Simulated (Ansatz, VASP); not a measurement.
**Two plane-wave programs on MgS**

POSCAR

```
MgS
1.0
    0.0000000000      2.8308768389      2.8308768389
    2.9033472860      0.0000000000      2.8308768389
    2.9033472860      2.8308768389      0.0000000000
Mg S
1 1
Direct
    0.0000000000      0.0000000000      0.0000000000
    0.2500000000      0.2500000000      0.2500000000
```

Contents of INCAR.step1:

```
PREC = Accurate
ENCUT = 520
ISMEAR = 0
SIGMA = 0.01
LREAL = F
LASPH = T
NELM = 80
NBANDS = 11
GGA = PE
ALGO = Normal
EDIFF = 1E-4
LWAVE = T
LCHARG = F
```

The input INCAR.step2:

```
PREC = Accurate
ENCUT = 520
EDIFF = 1E-7
ISMEAR = 0
SIGMA = 0.01
LREAL = F
LASPH = T
NELM = 80
ALGO = Normal
ISIF = 2
LWAVE = F
LCHARG = F
METAGGA = R2SCAN
LMIXTAU = T
NBANDS = 11
ISTART = 1
```

The input KPOINTS:

```
regular mesh
0
Gamma
  8 8 8
```

Input for Ansatz:

```yaml
crystal:
  lattice:
    - [0.0, 2.8308768389, 2.8308768389]
    - [2.903347286, 0.0, 2.8308768389]
    - [2.903347286, 2.8308768389, 0.0]
  atoms:
    - { symbol: Mg, position: [0.0, 0.0, 0.0] }
    - { symbol: S, position: [0.25, 0.25, 0.25] }
kpoints:
  mp_grid: { grid: [8, 8, 8] }
  band_path:
    path:
      - [0.0, 0.0, 0.0]
      - [-0.5, -0.5, 0.0]
      - [-0.375, -0.375, 0.25]
      - [-0.375, 0.0, 0.375]
      - [0.0, 0.0, 0.5]
      - [-0.5, -0.25, 0.25]
    npoints: 1
hamiltonian:
  xc: r2scan
scf:
  occupations: { method: fixed }
  n_extra_bands: 4
output:
  forces: true
  stress: true
  eigenvalues: true
```

Change from the starting cell: uniaxial_x strain +2.6%.

Alike in both runs: task single point; functional r2SCAN; k mesh 8 × 8 × 8; no spin polarisation.

|  | VASP | Ansatz |
| --- | --- | --- |
| version | VASP 6.6.1 | Ansatz 0.2.0 |
| potentials or method | VASP PAW PBE potentials, release 64 (Mg, S) | plane waves, PAW |
| plane-wave cutoff (eV) | 520 | 500 |
| occupations | gaussian, width 0.01 eV | fixed |
| valence electrons in the cell | 8 | 16 |

Ansatz gave:

- gap on the k mesh at the Fermi level (eV): 3.98
- pressure (GPa): -1.4
- traceless stress, the component that is largest in VASP (GPa): -0.44

Task: What did VASP give for the same quantities?

Result: gap on the k mesh at the Fermi level (eV): 3.97; pressure (GPa): -1.7; traceless stress, the component that is largest in VASP (GPa): -0.45.

VASP's potentials were made for PBE, not for r2SCAN. VASP's potentials hold 8 valence electrons a cell and Ansatz's 16, so a difference there can come from the potentials and not from the codes.
